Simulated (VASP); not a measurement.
# GaN (P-6m2) in VASP: a series of runs

Runs on GaN. Level: PBE. Tasks: single point, relaxation of cell and atoms.

All numbers are computed with VASP 6.6.1; they aren't measurements. Logs are shortened: lines on timing, memory, paths and dates and some standing lists are left out, and cuts for length are marked.

## (1) The cell of the first run

Symmetry: P-6m2, No. 187, hexagonal system. The conventional cell has a = 2.981 Å, b = 2.981 Å, c = 2.683 Å, α = 90.00°, β = 90.00°, γ = 120.00°. Within 2.9 Å of Ga (site symmetry -6m2) lie 6 N at 2.18 Å and 2 Ga at 2.68 Å. Within 2.9 Å of N (site symmetry -6m2) lie 6 Ga at 2.18 Å and 2 N at 2.68 Å.

## (2) Single point, PBE

Input file INCAR:

```
SYSTEM = GaN
ALGO = Normal ; EDIFF = 1E-6
ENCUT = 520 ; GGA = PE
ISIF = 2 ; ISMEAR = 0
LASPH = .True. ; LCHARG = .False.
LREAL = .False. ; LWAVE = .False.
NBANDS = 16 ; NELM = 60
PREC = Accurate ; SIGMA = 0.1
```

Input file KPOINTS:

```
k-points
0
Gamma
  24 24 20
  0 0 0
```

Input file POSCAR:

```
GaN
1.0
    2.9806427599      0.0000000000      0.0000000000
   -1.4903213800      2.5813123497      0.0000000000
    0.0000000000      0.0000000000      2.6833680430
Ga N
1 1
Direct
    0.6666666667      0.3333333333      0.5000000000
    0.0000000000      0.0000000000      0.0000000000
```

Potentials or basis: VASP PAW PBE potentials, release 64 (Ga_d, N).

Launch:

```bash
cat potpaw_PBE.64/Ga_d/POTCAR potpaw_PBE.64/N/POTCAR > POTCAR
mpirun -np 1 vasp_std > vasp.out
```

OUTCAR:

```text
SYSTEM = GaN
   EDIFF = 1E-6
   ENCUT = 520
   GGA = PE
   ISIF = 2
   ISMEAR = 0
   LASPH = .True.
   LREAL = .False.
   NELM = 60
   PREC = Accurate

 ion  position               nearest neighbor table
   1  0.667  0.333  0.500-   2 2.18   2 2.18   2 2.18   2 2.18   2 2.18   2 2.18
   2  0.000  0.000  0.000-   1 2.18   1 2.18   1 2.18   1 2.18   1 2.18   1 2.18

  LATTYP: Found a hexagonal cell.
 ALAT       =     2.9806427599
 C/A-ratio  =     0.9002648956

  Lattice vectors:

 A1 = (   2.9806427599,   0.0000000000,   0.0000000000)
 A2 = (  -1.4903213800,   2.5813123497,   0.0000000000)
 A3 = (   0.0000000000,   0.0000000000,   2.6833680430)

Analysis of symmetry for initial positions (statically):
=====================================================================
 Subroutine PRICEL returns:
 Original cell was already a primitive cell.

 Routine SETGRP: Setting up the symmetry group for a
 hexagonal supercell.

 Subroutine GETGRP returns: Found 12 space group operations
 (whereof 12 operations were pure point group operations)
 out of a pool of 24 trial point group operations.

The static configuration has the point symmetry D_3h.

Analysis of symmetry for dynamics (positions and initial velocities):
=====================================================================
 Subroutine PRICEL returns:
 Original cell was already a primitive cell.

 Routine SETGRP: Setting up the symmetry group for a
 hexagonal supercell.

 Subroutine GETGRP returns: Found 12 space group operations
 (whereof 12 operations were pure point group operations)
 out of a pool of 24 trial point group operations.

The dynamic configuration has the point symmetry D_3h.

 Subroutine INISYM returns: Found 12 space group operations
 (whereof 12 operations are pure point group operations),
 and found     1 'primitive' translations

----------------------------------------------------------------------------------------

                                     Primitive cell

  volume of cell :      20.6458

  direct lattice vectors                    reciprocal lattice vectors
     2.980642760  0.000000000  0.000000000     0.335498106  0.193699922  0.000000000
    -1.490321380  2.581312350  0.000000000     0.000000000  0.387399843  0.000000000
     0.000000000  0.000000000  2.683368043     0.000000000  0.000000000  0.372665987

  length of vectors
     2.980642760  2.980642760  2.683368043     0.387399843  0.387399843  0.372665987

  position of ions in fractional coordinates (direct lattice)
     0.666666667  0.333333333  0.500000000
     0.000000000  0.000000000  0.000000000

  ion indices of the primitive-cell ions
   primitive index   ion index
                 1           1
                 2           2

----------------------------------------------------------------------------------------

 KPOINTS: k-points

Automatic generation of k-mesh.
 Grid dimensions read from file:
 generate k-points for:   24   24   20

 Generating k-lattice:

  Cartesian coordinates                     Fractional coordinates (reciprocal lattice)
     0.013979088  0.008070830  0.000000000     0.041666667 -0.000000000  0.000000000
     0.000000000  0.016141660  0.000000000     0.000000000  0.041666667  0.000000000
     0.000000000  0.000000000  0.018633299     0.000000000  0.000000000  0.050000000

  Length of vectors
     0.016141660  0.016141660  0.018633299

  Shift w.r.t. Gamma in fractional coordinates (k-lattice)
     0.000000000  0.000000000  0.000000000

 Subroutine IBZKPT returns following result:
 ===========================================

 Found    671 irreducible k-points:

 Following reciprocal coordinates:
            Coordinates               Weight
  0.000000  0.000000  0.000000      1.000000
  0.041667  0.000000  0.000000      6.000000
  0.083333 -0.000000  0.000000      6.000000
  0.125000  0.000000  0.000000      6.000000
  0.166667  0.000000  0.000000      6.000000
  0.208333  0.000000  0.000000      6.000000
[... 16 lines left out ...]
  0.416667  0.041667  0.000000     12.000000
  0.458333  0.041667  0.000000     12.000000
 [... further k-points ...]
   k-points           NKPTS =    671   k-points in BZ     NKDIM =    671   number of bands    NBANDS=     16
   number of dos      NEDOS =    301   number of ions     NIONS =      2
   total plane-waves  NPLWV =  11520
   dimension x,y,z NGX =    24 NGY =   24 NGZ =   20
   dimension x,y,z NGXF=    48 NGYF=   48 NGZF=   40
   ions per type =               1   1
   NGX,Y,Z   is equivalent  to a cutoff of  13.39, 13.39, 12.39 a.u.
   NGXF,Y,Z  is equivalent  to a cutoff of  26.77, 26.77, 24.78 a.u.
 SYSTEM =  GaN
   PREC   = accura    normal or accurate (medium, high low for compatibility)
   ISTART =      0    job   : 0-new  1-cont  2-samecut
   ICHARG =      2    charge: 1-file 2-atom 10-const
   ISPIN  =      1    spin polarized calculation?
   LNONCOLLINEAR =      F non collinear calculations
   LSORBIT =      F    spin-orbit coupling
   LASPH  =      T    aspherical Exc in radial PAW
   ENCUT  =  520.0 eV  38.22 Ry    6.18 a.u.   5.54  5.54  4.99*2*pi/ulx,y,z
   NELM   =     60;   NELMIN=  2; NELMDL= -5     # of ELM steps
   EDIFF  = 0.1E-05   stopping-criterion for ELM
   LREAL  =      F    real-space projection
   EDIFFG = 0.1E-04   stopping-criterion for IOM
   NSW    =      0    number of steps for IOM
   IBRION =     -1    ionic relax: 0-MD 1-quasi-New 2-CG
   NFREE  =      0    steps in history (QN), initial steepest desc. (CG)
   ISIF   =      2    stress and relaxation
   ISYM   =      2    0-nonsym 1-usesym 2-fastsym
   POTIM  = 0.5000    time-step for ionic-motion
   TEBEG  =    0.0;   TEEND  =   0.0 temperature during run
   PSTRESS=    0.0 pullay stress
   NELECT =      18.0000    total number of electrons
   NUPDOWN=      -1.0000    fix difference up-down
   EMIN   =  10.00;   EMAX   =-10.00  energy-range for DOS
   EFERMI =   0.00;   METHOD = LEGACY
   ISMEAR =     0;   SIGMA  =   0.10  broadening in eV -4-tet -1-fermi 0-gaus
   EFERMI_NEDOS =   21; number of points for ismear=-14 and -15
   IALGO  =     38    algorithm
   IMIX   =      4    mixing-type and parameters
     AMIX     =   0.40;   BMIX     =  1.00
     AMIX_MAG =   1.60;   BMIX_MAG =  1.00
  volume/ion in A,a.u.               =      10.32        69.66
  Fermi-wavevector in a.u.,A,eV,Ry     =   1.563947  2.955432 33.278910  2.445931
  Thomas-Fermi vector in A             =   2.666643
   LORBIT       =      0    0 simple, 1 ext, 2 COOP (PROOUT), +10 PAW based schemes
   GGA     = PE    functional components
   LHFCALC =     F    Hartree Fock is set to
   AEXX    =    0.0000 exact exchange contribution
   IVDW    =     0    specifies the selected vdW correction
   LEPSILON=     F    determine dielectric tensor
   LRPA    =     F    only Hartree local field effects (RPA)
 non-spin polarized calculation
 Gauss-broadening in eV      SIGMA  =   0.10
  energy-cutoff  :      520.00
  volume of cell :       20.65
 maximum number of plane-waves:       576
 NGX is ok and might be reduce to    24
   NGX = 11   NGY = 11   NGZ =  9

 number of electron      18.0000013 magnetization

 Free energy of the ion-electron system (eV)
  ---------------------------------------------------
  ext. energy  EPLUGINS =         0.00000000
  ---------------------------------------------------
  free energy    TOTEN  =       -10.27153582 eV

  energy without entropy =      -10.26870856  energy(sigma->0) =      -10.27012219

 E-fermi :   7.4335     XC(G=0): -12.5570

 val. band max:        7.4265174536   @ k =   0.4167   0.1250   0.0500
 cond. band min:       7.4371781046   @ k =   0.0417   0.0000   0.5000
 fundamental gap:      0.0106606510
 Fermi energy:         7.4334549658

 k-point     1 :       0.0000    0.0000    0.0000
  band No.  band energies     occupation
      1      -9.7008      2.00000
      2      -7.5718      2.00000
      3      -7.4111      2.00000
      4      -7.4111      2.00000
      5      -7.0915      2.00000
      6      -7.0915      2.00000
[... 8 lines left out ...]
     15      23.0825      0.00000
     16      28.8304      0.00000

 k-point     2 :       0.0417    0.0000    0.0000
  band No.  band energies     occupation
      1      -9.6747      2.00000
      2      -7.5703      2.00000
      3      -7.4096      2.00000
      4      -7.4068      2.00000
      5      -7.0942      2.00000
      6      -7.0920      2.00000
[... 8 lines left out ...]
     15      23.0272      0.00000
     16      28.8063      0.00000

 k-point     3 :       0.0833   -0.0000    0.0000
  band No.  band energies     occupation
      1      -9.5975      2.00000
      2      -7.5662      2.00000
      3      -7.4039      2.00000
      4      -7.3942      2.00000
      5      -7.1020      2.00000
      6      -7.0932      2.00000
[... 8 lines left out ...]
     15      23.1829      0.00000
     16      28.7155      0.00000

 k-point     4 :       0.1250    0.0000    0.0000
  band No.  band energies     occupation
      1      -9.4729      2.00000
      2      -7.5614      2.00000
      3      -7.3900      2.00000
      4      -7.3740      2.00000
      5      -7.1144      2.00000
      6      -7.0952      2.00000
[... 8 lines left out ...]
     15      24.0109      0.00000
     16      28.7135      0.00000

 k-point     5 :       0.1667    0.0000    0.0000
  band No.  band energies     occupation
      1      -9.3074      2.00000
      2      -7.5576      2.00000
      3      -7.3615      2.00000
      4      -7.3474      2.00000
      5      -7.1304      2.00000
      6      -7.0978      2.00000
[... 8 lines left out ...]
     15      24.6751      0.00000
     16      28.7559      0.00000

 k-point     6 :       0.2083    0.0000    0.0000
  band No.  band energies     occupation
      1      -9.1121      2.00000
      2      -7.5556      2.00000
      3      -7.3161      2.00000
      4      -7.3106      2.00000
      5      -7.1489      2.00000
      6      -7.1007      2.00000
[... 8 lines left out ...]
     15      25.0214      0.00000
     16      28.8469      0.00000

 k-point     7 :       0.2500    0.0000    0.0000
  band No.  band energies     occupation
      1      -8.9035      2.00000
      2      -7.5544      2.00000
      3      -7.2822      2.00000
      4      -7.2277      2.00000
      5      -7.1685      2.00000
      6      -7.1040      2.00000
[... 8 lines left out ...]
     15      25.1923      0.00000
     16      29.0584      0.00000

 k-point     8 :       0.2917   -0.0000    0.0000
  band No.  band energies     occupation
      1      -8.7037      2.00000
      2      -7.5522      2.00000
      3      -7.2478      2.00000
      4      -7.1879      2.00000
      5      -7.1072      2.00000
      6      -7.1017      2.00000
[... 8 lines left out ...]
     15      25.4127      0.00000
     16      29.4226      0.00000

 k-point     9 :       0.3333   -0.0000    0.0000
  band No.  band energies     occupation
      1      -8.5356      2.00000
      2      -7.5481      2.00000
      3      -7.2154      2.00000
      4      -7.2058      2.00000
      5      -7.1102      2.00000
      6      -6.9256      2.00000
[... 8 lines left out ...]
     15      25.7986      0.00000
     16      29.9591      0.00000
[... 172 lines left out ...]
 k-point    19 :       0.2500    0.0417    0.0000
  band No.  band energies     occupation
      1      -8.7886      2.00000
      2      -7.5523      2.00000
      3      -7.2779      2.00000
      4      -7.1788      2.00000
      5      -7.1497      2.00000
      6      -7.1065      2.00000
[... 8 lines left out ...]
     15      25.3299      0.00000
     16      29.1072      0.00000

 k-point    20 :       0.2917    0.0417    0.0000
  band No.  band energies     occupation
      1      -8.6047      2.00000
      2      -7.5493      2.00000
      3      -7.2417      2.00000
      4      -7.1973      2.00000
      5      -7.1098      2.00000
      6      -7.0001      2.00000
[... 8 lines left out ...]
     15      25.5962      0.00000
     16      29.5805      0.00000

 k-point    21 :       0.3333    0.0417    0.0000
  band No.  band energies     occupation
      1      -8.4605      2.00000
      2      -7.5446      2.00000
      3      -7.2137      2.00000
      4      -7.2097      2.00000
      5      -7.1127      2.00000
      6      -6.8015      2.00000
[... 8 lines left out ...]
     15      26.0321      0.00000
     16      30.2164      0.00000

 k-point    22 :       0.3750    0.0417    0.0000
  band No.  band energies     occupation
      1      -8.3620      2.00000
      2      -7.5392      2.00000
      3      -7.2270      2.00000
      4      -7.1837      2.00000
      5      -7.1151      2.00000
      6      -6.5763      2.00000
[... 8 lines left out ...]
     15      26.5999      0.00000
     16      29.7727      0.00000

 k-point    23 :       0.4167    0.0417    0.0000
  band No.  band energies     occupation
      1      -8.3038      2.00000
      2      -7.5345      2.00000
      3      -7.2363      2.00000
      4      -7.1653      2.00000
      5      -7.1168      2.00000
      6      -6.3713      2.00000
[... 8 lines left out ...]
     15      27.1866      0.00000
     16      29.4915      0.00000

 k-point    24 :       0.4583    0.0417    0.0000
  band No.  band energies     occupation
      1      -8.2774      2.00000
      2      -7.5318      2.00000
      3      -7.2411      2.00000
      4      -7.1557      2.00000
      5      -7.1177      2.00000
      6      -6.2462      2.00000
[... 8 lines left out ...]
     15      27.5942      0.00000
     16      29.3500      0.00000

 [... further k-points ...]
[... 5 lines left out ...]
  --------------------------------------------------------------------------------------
  -------------------------------------------------------------------------------------
  Total        0.0652941      0.0652941      0.0881478     -0.0000000     -0.0000000      0.0000000
  in kB        5.0670366      5.0670366      6.8405529     -0.0000000     -0.0000000      0.0000000
  external PRESSURE =       5.6582087 kB  Pullay stress =       0.0000000 kB

 VOLUME and BASIS-vectors are now :
 -----------------------------------------------------------------------------
  energy-cutoff  :      520.00
  volume of cell :       20.65
      direct lattice vectors                 reciprocal lattice vectors
     2.980642760  0.000000000  0.000000000     0.335498106  0.193699922  0.000000000
    -1.490321380  2.581312350  0.000000000     0.000000000  0.387399843  0.000000000
     0.000000000  0.000000000  2.683368043     0.000000000  0.000000000  0.372665987

 POSITION                                       TOTAL-FORCE (eV/Angst)
 -----------------------------------------------------------------------------------
      1.49032      0.86044      1.34168         0.000000     -0.000000      0.000000
      0.00000      0.00000      0.00000        -0.000000      0.000000      0.000000
 -----------------------------------------------------------------------------------
    total drift:                                0.000002     -0.000001      0.000000

  FREE ENERGIE OF THE ION-ELECTRON SYSTEM (eV)
  ---------------------------------------------------
  free  energy   TOTEN  =       -10.2715358231 eV

  energy  without entropy=      -10.2687085638  energy(sigma->0) =      -10.27012219
```

It took 72 s on 1 thread of Intel Xeon Platinum 8559C (Emerald Rapids), shared host; peak memory 0.31 GiB.

Results:

```
Free energy            : -10.2715 eV
Pressure               : 0.6 GPa
Band gap on the k mesh : zero (band 9 reaches 7.78 eV, above the bottom of band 10 at 6.53 eV)
```

Stress tensor (GPa, compression positive):
```
0.51 0.00 0.00
0.00 0.51 0.00
0.00 0.00 0.68
```

Levels at points of the mesh, in eV from the Fermi level:
| k point | band 7 | band 8 | band 9 | band 10 | band 11 | band 12 |
| --- | --- | --- | --- | --- | --- | --- |
| (0.00, 0.00, 0.00) | -1.17 | -0.90 | -0.90 | -0.21 | 9.68 | 9.68 |
| (0.50, 0.00, 0.00) | -8.53 | -2.73 | 0.18 | 2.51 | 7.20 | 11.45 |
| (0.00, 0.00, 0.50) | -9.20 | 0.02 | 0.02 | 5.38 | 5.90 | 12.53 |
| (0.50, 0.00, 0.50) | -6.01 | -5.29 | -1.11 | -0.60 | 7.33 | 7.92 |

## (3) Relaxation of cell and atoms, PBE

This run uses another cell than the first one, of 10.40 Å³/atom, 1.007 times its volume.

Input file INCAR:

```
PREC = Accurate ; ENCUT = 600
EDIFF = 1E-6 ; ISMEAR = 0
SIGMA = 0.1 ; LREAL = False
LASPH = True ; NELM = 60
ALGO = Normal ; ISIF = 3
LWAVE = False ; LCHARG = False
GGA = PE ; IBRION = 2
NSW = 100 ; EDIFFG = -0.01
```

Input file KPOINTS:

```
Automatic mesh
0
Gamma
  24 24 20
```

Input file POSCAR:

```
GaN
1.0
    2.9956605046      0.0000000000      0.0000000000
   -1.4978302523      2.5943180981      0.0000000000
    0.0000000000      0.0000000000      2.6757328740
Ga N
1 1
Direct
    0.6666666667      0.3333333333      0.5000000000
    0.0000000000      0.0000000000      0.0000000000
```

Potentials or basis: VASP PAW PBE potentials, release 64 (Ga_d, N).

Launch:

```bash
cat potpaw_PBE.64/Ga_d/POTCAR potpaw_PBE.64/N/POTCAR > POTCAR
mpirun -np 1 vasp_std > vasp.out
```

It took 3 min on 1 thread of Intel Xeon Platinum 8559C (Emerald Rapids), shared host; peak memory 0.35 GiB.

Results (log left out):

```
Free energy                            : -10.2735 eV
Relaxed volume                         : 10.35 Å³/atom
Relaxed cell                           : a = 2.983 Å, b = 2.983 Å, c = 2.686 Å, α = 90.00°, β = 90.00°, γ = 120.00°
Space group after relaxing (to 0.05 Å) : P-6m2 (No. 187)
Energy gained by relaxing              : 0.7 meV/atom
Ionic steps                            : 5
Pressure after relaxing                : 0.1 GPa
Band gap on the k mesh                 : zero (band 9 reaches 7.75 eV, above the bottom of band 10 at 6.50 eV)
```

The path:
```csv
step,energy change (eV),largest force (eV/Å),pressure (GPa),volume (Å³)
1,0.0000,0.0000,-0.46,20.79
2,-0.0011,0.0000,-0.18,20.70
3,-0.0015,0.0000,-0.34,20.74
4,-0.0015,0.0000,-0.21,20.74
5,-0.0015,0.0000,0.07,20.69
```

Final structure:
```
CELL_PARAMETERS angstrom
2.98278 0.00000 0.00000
-1.49139 2.58316 0.00000
0.00000 0.00000 2.68588
ATOMIC_POSITIONS crystal
Ga 0.66667 0.33333 0.50000
N 0.00000 0.00000 0.00000
```

Levels at points of the mesh, in eV from the Fermi level:
```
           k point  band 5  band 6  band 7  band 8  band 9  band 10  band 11  band 12  band 13
(0.00, 0.00, 0.00)  -14.52  -14.52   -1.17   -0.89   -0.89    -0.22     9.67     9.67    10.88
(0.50, 0.00, 0.00)  -14.55  -13.67   -8.51   -2.72    0.18     2.50     7.18    11.44    12.73
(0.00, 0.00, 0.50)  -14.70  -14.51   -9.18    0.02    0.02     5.37     5.89    12.51    12.51
(0.50, 0.00, 0.50)  -14.39  -11.68   -5.99   -5.28   -1.12    -0.60     7.33     7.90     8.03
```
